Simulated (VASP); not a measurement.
The system is EuO.

```xyz
2
Lattice="0.0000 2.5720 2.5720 2.5720 0.0000 2.5720 2.5720 2.5720 0.0000" Properties=species:S:1:pos:R:3 pbc="T T T"
Eu    2.5720    2.5720    2.5720
O     0.0000    0.0000    0.0000
```

Base run:

- Program: VASP 6.6.1
- Functional: LDA
- Potentials or basis: VASP PAW PBE potentials, release 64 (Eu, O)
- Cutoff: 600 eV
- k mesh: 6 × 6 × 6
- Occupations: gaussian, width 0.05 eV
- Spin: collinear spin, ferromagnetic start
- Starting moments: [7.0, 0.0] μB
- Hubbard terms: Eu f U = 7.0 eV

Its results: pressure -6.4 GPa; site moments Eu +6.76; O -0.08 μB.

Task: The run is repeated on the same cell with these changes: moments at the start from [7.0, 0.0] to [1.75, 0.0]; fixed moment from none to 1.75 μB. What comes out?

Result: Pressure -13.3 GPa; site moments Eu +1.49; O +0.02 μB.

Caveats: the cell stands under tension; the PAW data sets were made with another functional, which shifts forces and pressure a little; a cell with one magnetic atom can't hold antiferromagnetic order, which such compounds often take; the total moment is fixed, so each spin has its own Fermi level (at least some runs).
